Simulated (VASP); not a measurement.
# K2TaO3: relaxation of cell and atoms with PBE

K2TaO3:

```xyz
6
Lattice="6.8289 0.0000 0.0000 -3.4144 5.9140 0.0000 0.0000 0.0000 2.8842" Properties=species:S:1:pos:R:3 pbc="T T T"
K     3.4144    1.9713    1.4421
K     0.0000    0.0000    1.4421
Ta    0.0000    3.9427    0.0000
O    -1.2826    4.6832    1.4421
O     0.0000    2.4617    1.4421
O     1.2826    4.6832    1.4421
```

```yaml
Program: VASP 6.6.1
Task: relaxation of cell and atoms
Functional: PBE
Potentials_or_basis: VASP PAW PBE potentials, release 64 (K_sv, Ta_pv, O)
Cutoff: 600 eV
k_mesh: 3 × 3 × 6
Occupations: gaussian, width 0.1 eV
Spin: collinear spin, ferromagnetic start
Starting_moments: "[0.0, 0.0, 0.16, 0.0, 0.0, 0.0] μB"
Dipole_correction: no
Further_INCAR_settings: ALGO = Normal; EDIFF = 1e-07; IBRION = 2; EDIFFG = -0.04; NSW = 90; ISIF = 3
```

| Property | Result |
| --- | --- |
| Relaxed volume | 19.49 Å³/atom |
| Relaxed cell | a = 6.817 Å, b = 6.817 Å, c = 2.905 Å, α = 90.00°, β = 90.00°, γ = 120.00° |
| Space group after relaxing (to 0.05 Å) | P-6m2 (No. 187) |
| Energy gained by relaxing | 0.8 meV/atom |
| Ionic steps | 4 |
| Pressure after relaxing | -0.1 GPa |
| Largest force after relaxing | 0.024 eV/Å |
| Net moment | 0.00 μB per cell |
| Valence electrons inside the program's atomic spheres | K 7.57, 7.62; Ta 8.72; O 5.01 |

Forces in eV/Å, atoms in the order of the input:
```
K    0.000  0.000  0.000
K    0.000  0.000  0.000
Ta   0.000  0.000  0.000
O   -0.021  0.012  0.000
O    0.000 -0.024  0.000
O    0.021  0.012  0.000
```

Step by step:
| step | energy change (eV) | largest force (eV/Å) | pressure (GPa) | volume (Å³) |
| --- | --- | --- | --- | --- |
| 1 | 0.0000 | 0.0703 | 0.62 | 116.48 |
| 2 | -0.0013 | 0.1579 | -0.86 | 117.75 |
| 3 | -0.0037 | 0.0582 | -0.21 | 117.18 |
| 4 | -0.0045 | 0.0243 | -0.06 | 116.92 |

Final structure:
```
K Ta O
1.0
     6.81674    0.00000    0.00000
    -3.40837    5.90347    0.00000
     0.00000    0.00000    2.90550
K Ta O
2 1 3
Direct
  0.66667 0.33333 0.50000
  0.00000 0.00000 0.50000
  0.33333 0.66667 0.00000
  0.20815 0.79185 0.50000
  0.20815 0.41629 0.50000
  0.58371 0.79185 0.50000
```

Levels at points of the mesh, in eV from the Fermi level:
Spin up:
| k point | band 21 | band 22 | band 23 | band 24 | band 25 | band 26 |
| --- | --- | --- | --- | --- | --- | --- |
| (0.00, 0.00, 0.00) | -4.14 | -3.66 | -3.62 | -1.46 | 0.05 | 1.64 |
| (0.00, 0.00, 0.50) | -3.96 | -3.96 | -3.19 | 0.13 | 0.13 | 1.95 |
Spin down:
```csv
k point,band 21,band 22,band 23,band 24,band 25,band 26
"(0.00, 0.00, 0.00)",-4.14,-3.66,-3.62,-1.46,0.05,1.64
"(0.00, 0.00, 0.50)",-3.96,-3.96,-3.19,0.13,0.13,1.95
```

Run time: 3.1 min on 1 thread of Intel(R) Xeon(R) 6975P-C (Granite Rapids), with other jobs on the host, peak memory 0.37 GiB.

Caveat: the k points lie up to 0.36 Å⁻¹ apart in the final cell; spin-orbit coupling is left out, which moves the levels of the heavy elements.
